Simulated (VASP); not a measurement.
# LiZr3N2 (P4/mmm) in VASP: single point with PBE

Aim: the single point of LiZr3N2 with PBE.

Everything below comes from runs of VASP 6.6.1. Logs are shortened: lines on timing, memory, paths and dates and some standing lists are left out, and cuts for length are marked.

## (1) The cell of the first run

The structure is tetragonal, space group P4/mmm (No. 123). Conventional cell: a = 3.056 Å, b = 3.056 Å, c = 8.699 Å, α = 90.00°, β = 90.00°, γ = 90.00°. Li (site symmetry 4/mmm) has 2 N at 2.68 Å and 8 Zr at 2.73 Å and 4 Li at 3.06 Å within 3.5 Å. Zr (site symmetry 4mm) has 4 N at 2.39 Å and 5 Zr at 2.68 to 3.06 Å and 4 Li at 2.73 Å within 3.2 Å. Within 3.5 Å of Zr (site symmetry 4/mmm) lie 6 Zr at 2.68 to 3.06 Å and 8 N at 2.73 Å. Within 3.2 Å of N (site symmetry 4mm) lie 8 Zr at 2.39 to 2.73 Å and 1 Li at 2.68 Å and 4 N at 3.06 Å.

The cell was built from a structure type or drawn by symmetry, and may not be a known phase.

## (2) Single point, PBE, collinear spin

INCAR

```
SYSTEM = LiZr3N2
PREC = Accurate
ENCUT = 750
EDIFF = 1E-6
ISMEAR = 0
SIGMA = 0.1
LREAL = .FALSE.
LASPH = .TRUE.
NELM = 200
ALGO = Normal
ISIF = 2
LWAVE = .FALSE.
LCHARG = .FALSE.
ISPIN = 2
MAGMOM = 0 1 1 1 0 0
LORBIT = 11
LMAXMIX = 4
GGA = PE
NBANDS = 38
GGA_COMPAT = .FALSE.
```

KPOINTS

```
regular mesh
0
G
  6 6 2
  0 0 0
```

POSCAR

```
LiZr3N2
1.0
    3.0556733665      0.0000000000      0.0000000000
    0.0000000000      3.0556733665      0.0000000000
    0.0000000000      0.0000000000      8.6991257952
Li Zr N
1 3 2
Direct
    0.0000000000      0.0000000000      0.0000000000
    0.5000000000      0.5000000000      0.1916775191
    0.5000000000      0.5000000000      0.5000000000
    0.5000000000      0.5000000000      0.8083224809
    0.0000000000      0.0000000000      0.3083829393
    0.0000000000      0.0000000000      0.6916170607
```

Potentials or basis: VASP PAW PBE potentials, release 64 (Li_sv, Zr_sv, N).

Launch:

```bash
> cat potpaw_PBE.64/Li_sv/POTCAR potpaw_PBE.64/Zr_sv/POTCAR potpaw_PBE.64/N/POTCAR > POTCAR
> mpirun -np 1 vasp_std > vasp.out
```

OUTCAR:

```text
SYSTEM = LiZr3N2
   PREC = Accurate
   ENCUT = 750
   EDIFF = 1E-6
   ISMEAR = 0
   LREAL = .FALSE.
   LASPH = .TRUE.
   NELM = 200
   ISIF = 2
   ISPIN = 2
   LORBIT = 11
   GGA = PE

 ion  position               nearest neighbor table
   1  0.000  0.000  0.000-   2 2.73   4 2.73   2 2.73   4 2.73   2 2.73   4 2.73   2 2.73   4 2.73

   2  0.500  0.500  0.192-   5 2.39   5 2.39   5 2.39   5 2.39   3 2.68   1 2.73   1 2.73   1 2.73
                             1 2.73   4 3.33
   3  0.500  0.500  0.500-   2 2.68   4 2.68   5 2.73   6 2.73   5 2.73   6 2.73   5 2.73   6 2.73
                             5 2.73   6 2.73
   4  0.500  0.500  0.808-   6 2.39   6 2.39   6 2.39   6 2.39   3 2.68   1 2.73   1 2.73   1 2.73
                             1 2.73   2 3.33
   5  0.000  0.000  0.308-   2 2.39   2 2.39   2 2.39   2 2.39   3 2.73   3 2.73   3 2.73   3 2.73

   6  0.000  0.000  0.692-   4 2.39   4 2.39   4 2.39   4 2.39   3 2.73   3 2.73   3 2.73   3 2.73

  LATTYP: Found a simple tetragonal cell.
 ALAT       =     3.0556733665
 C/A-ratio  =     2.8468768588

  Lattice vectors:

 A1 = (   3.0556733665,   0.0000000000,   0.0000000000)
 A2 = (   0.0000000000,   3.0556733665,   0.0000000000)
 A3 = (   0.0000000000,   0.0000000000,   8.6991257952)

Analysis of symmetry for initial positions (statically):
=====================================================================
 Subroutine PRICEL returns:
 Original cell was already a primitive cell.

 Routine SETGRP: Setting up the symmetry group for a
 simple tetragonal supercell.

 Subroutine GETGRP returns: Found 16 space group operations
 (whereof 16 operations were pure point group operations)
 out of a pool of 16 trial point group operations.

The static configuration has the point symmetry D_4h.

Analysis of symmetry for dynamics (positions and initial velocities):
=====================================================================
 Subroutine PRICEL returns:
 Original cell was already a primitive cell.

 Routine SETGRP: Setting up the symmetry group for a
 simple tetragonal supercell.

 Subroutine GETGRP returns: Found 16 space group operations
 (whereof 16 operations were pure point group operations)
 out of a pool of 16 trial point group operations.

The dynamic configuration has the point symmetry D_4h.

Analysis of structural, dynamic, and magnetic symmetry:
=====================================================================
 Subroutine PRICEL returns:
 Original cell was already a primitive cell.

 Routine SETGRP: Setting up the symmetry group for a
 simple tetragonal supercell.

 Subroutine GETGRP returns: Found 16 space group operations
 (whereof 16 operations were pure point group operations)
 out of a pool of 16 trial point group operations.

The overall configuration has the point symmetry D_4h.

 Subroutine INISYM returns: Found 16 space group operations
 (whereof 16 operations are pure point group operations),
 and found     1 'primitive' translations

----------------------------------------------------------------------------------------

                                     Primitive cell

  volume of cell :      81.2250

  direct lattice vectors                    reciprocal lattice vectors
     3.055673367  0.000000000  0.000000000     0.327260109  0.000000000  0.000000000
     0.000000000  3.055673367  0.000000000     0.000000000  0.327260109  0.000000000
     0.000000000  0.000000000  8.699125795     0.000000000  0.000000000  0.114954080

  length of vectors
     3.055673367  3.055673367  8.699125795     0.327260109  0.327260109  0.114954080

  position of ions in fractional coordinates (direct lattice)
     0.000000000  0.000000000  0.000000000
     0.500000000  0.500000000  0.191677519
     0.500000000  0.500000000  0.500000000
     0.500000000  0.500000000  0.808322481
     0.000000000  0.000000000  0.308382939
     0.000000000  0.000000000  0.691617061

  ion indices of the primitive-cell ions
   primitive index   ion index
                 1           1
                 2           2
                 3           3
                 4           4
                 5           5
                 6           6

[... 49 lines left out ...]
   number of dos      NEDOS =    301   number of ions     NIONS =      6
   total plane-waves  NPLWV =  62720
   dimension x,y,z NGX =    28 NGY =   28 NGZ =   80
   dimension x,y,z NGXF=    56 NGYF=   56 NGZF=  160
   ions per type =               1   3   2
   NGX,Y,Z   is equivalent  to a cutoff of  15.23, 15.23, 15.29 a.u.
   NGXF,Y,Z  is equivalent  to a cutoff of  30.47, 30.47, 30.58 a.u.
 SYSTEM =  LiZr3N2
   PREC   = accura    normal or accurate (medium, high low for compatibility)
   ISTART =      0    job   : 0-new  1-cont  2-samecut
   ICHARG =      2    charge: 1-file 2-atom 10-const
   ISPIN  =      2    spin polarized calculation?
   LNONCOLLINEAR =      F non collinear calculations
   LSORBIT =      F    spin-orbit coupling
   LASPH  =      T    aspherical Exc in radial PAW
   ENCUT  =  750.0 eV  55.12 Ry    7.42 a.u.   6.82  6.82 19.43*2*pi/ulx,y,z
   NELM   =    200;   NELMIN=  2; NELMDL= -5     # of ELM steps
   EDIFF  = 0.1E-05   stopping-criterion for ELM
   LREAL  =      F    real-space projection
   EDIFFG = 0.1E-04   stopping-criterion for IOM
   NSW    =      0    number of steps for IOM
   IBRION =     -1    ionic relax: 0-MD 1-quasi-New 2-CG
   NFREE  =      0    steps in history (QN), initial steepest desc. (CG)
   ISIF   =      2    stress and relaxation
   ISYM   =      2    0-nonsym 1-usesym 2-fastsym
   POTIM  = 0.5000    time-step for ionic-motion
   TEBEG  =    0.0;   TEEND  =   0.0 temperature during run
   PSTRESS=    0.0 pullay stress
   NELECT =      49.0000    total number of electrons
   NUPDOWN=      -1.0000    fix difference up-down
   EMIN   =  10.00;   EMAX   =-10.00  energy-range for DOS
   EFERMI =   0.00;   METHOD = LEGACY
   ISMEAR =     0;   SIGMA  =   0.10  broadening in eV -4-tet -1-fermi 0-gaus
   EFERMI_NEDOS =   21; number of points for ismear=-14 and -15
   IALGO  =     38    algorithm
   IMIX   =      4    mixing-type and parameters
     AMIX     =   0.40;   BMIX     =  1.00
     AMIX_MAG =   1.60;   BMIX_MAG =  1.00
  volume/ion in A,a.u.               =      13.54        91.36
  Fermi-wavevector in a.u.,A,eV,Ry     =   1.383281  2.614022 26.034285  1.913466
  Thomas-Fermi vector in A             =   2.507893
   LORBIT       =     11    0 simple, 1 ext, 2 COOP (PROOUT), +10 PAW based schemes
   GGA     = PE    functional components
   LHFCALC =     F    Hartree Fock is set to
   AEXX    =    0.0000 exact exchange contribution
   IVDW    =     0    specifies the selected vdW correction
   LEPSILON=     F    determine dielectric tensor
   LRPA    =     F    only Hartree local field effects (RPA)
 spin polarized calculation
 Gauss-broadening in eV      SIGMA  =   0.10
  energy-cutoff  :      750.00
  volume of cell :       81.22
 maximum number of plane-waves:      3840
 NGX is ok and might be reduce to    28
   NGX = 13   NGY = 13   NGZ = 39

 number of electron      49.0000001 magnetization      -0.0002542

 number of electron      49.0000001 magnetization       0.0003053

 Free energy of the ion-electron system (eV)
  ---------------------------------------------------
  ext. energy  EPLUGINS =         0.00000000
  ---------------------------------------------------
  free energy    TOTEN  =       -45.96698101 eV

  energy without entropy =      -45.96098157  energy(sigma->0) =      -45.96398129

 E-fermi :   9.6507     XC(G=0): -11.7121

 val. band max:        9.4745680965   @ k =   0.5000   0.3333   0.0000
 cond. band min:       9.6943778967   @ k =   0.5000   0.0000   0.0000
 fundamental gap:      0.2198098002
 Fermi energy:         9.6507197107

 spin component 1

 k-point     1 :       0.0000    0.0000    0.0000
  band No.  band energies     occupation
      1     -39.6510      1.00000
      2     -39.0368      1.00000
      3     -39.0293      1.00000
      4     -35.2827      1.00000
      5     -18.3058      1.00000
      6     -17.3328      1.00000
[... 769 lines left out ...]
     35      16.1013      0.00000
     36      16.8468      0.00000
 Fermi energy:         9.6507197107

 spin component 2

 k-point     1 :       0.0000    0.0000    0.0000
  band No.  band energies     occupation
      1     -39.6510      1.00000
      2     -39.0368      1.00000
      3     -39.0293      1.00000
      4     -35.2828      1.00000
      5     -18.3059      1.00000
      6     -17.3328      1.00000
[... 769 lines left out ...]
     35      16.1014      0.00000
     36      16.8468      0.00000
 [bands above 36 left out]

------------------------ aborting loop because EDIFF is reached ----------------------------------------

  FORCE on cell =-STRESS in cart. coord.  units (eV):
  Direction    XX          YY          ZZ          XY          YZ          ZX
  --------------------------------------------------------------------------------------
  -------------------------------------------------------------------------------------
  Total        0.1186185      0.1186185     -0.1237133      0.0000000      0.0000000      0.0000000
  in kB        2.3397712      2.3397712     -2.4402677      0.0000000      0.0000000      0.0000000
  external PRESSURE =       0.7464249 kB  Pullay stress =       0.0000000 kB

 VOLUME and BASIS-vectors are now :
 -----------------------------------------------------------------------------
  energy-cutoff  :      750.00
  volume of cell :       81.22
      direct lattice vectors                 reciprocal lattice vectors
     3.055673367  0.000000000  0.000000000     0.327260109  0.000000000  0.000000000
     0.000000000  3.055673367  0.000000000     0.000000000  0.327260109  0.000000000
     0.000000000  0.000000000  8.699125795     0.000000000  0.000000000  0.114954080

 POSITION                                       TOTAL-FORCE (eV/Angst)
 -----------------------------------------------------------------------------------
      0.00000      0.00000      0.00000         0.000000      0.000000      0.000000
      1.52784      1.52784      1.66743         0.000000      0.000000     -0.047939
      1.52784      1.52784      4.34956         0.000000      0.000000      0.000000
      1.52784      1.52784      7.03170         0.000000     -0.000000      0.047939
      0.00000      0.00000      2.68266         0.000000      0.000000      0.012695
      0.00000      0.00000      6.01646        -0.000000      0.000000     -0.012695
 -----------------------------------------------------------------------------------
    total drift:                                0.000000      0.000000      0.000000

  FREE ENERGIE OF THE ION-ELECTRON SYSTEM (eV)
  ---------------------------------------------------
  free  energy   TOTEN  =       -45.9669810086 eV

  energy  without entropy=      -45.9609815651  energy(sigma->0) =      -45.96398129

 total charge

# of ion       s       p       d       tot
------------------------------------------
    1        2.073   0.125   0.000   2.198
    2        2.191   6.000   1.750   9.941
    3        2.152   5.934   1.853   9.938
    4        2.191   6.000   1.750   9.941
    5        1.234   2.323   0.000   3.557
    6        1.234   2.323   0.000   3.557
--------------------------------------------------
tot         11.075  22.705   5.352  39.132

 magnetization (x)

# of ion       s       p       d       tot
------------------------------------------
    1       -0.000   0.000   0.000  -0.000
    2       -0.000  -0.000   0.000   0.000
    3       -0.000  -0.000   0.000  -0.000
    4       -0.000  -0.000   0.000   0.000
    5       -0.000   0.000   0.000   0.000
    6       -0.000   0.000   0.000   0.000
--------------------------------------------------
tot         -0.000   0.000   0.000   0.000
```

Wall time 3.7 min (1 thread of AMD EPYC 7R43 (Zen 3), shared host); peak memory 0.33 GiB.

Results:

```
Free energy                                           : -45.9670 eV
Pressure                                              : 0.1 GPa
Largest force                                         : 0.048 eV/Å
Net moment                                            : 0.00 μB per cell
Valence electrons inside the program's atomic spheres : Li 2.20; Zr 9.94; N 3.56
```

Forces on the atoms (eV/Å):
```
Li   0.000  0.000  0.000
Zr   0.000  0.000 -0.048
Zr   0.000  0.000  0.000
Zr   0.000  0.000  0.048
N    0.000  0.000  0.013
N    0.000  0.000 -0.013
```

Caveat: the k points lie up to 0.36 Å⁻¹ apart.
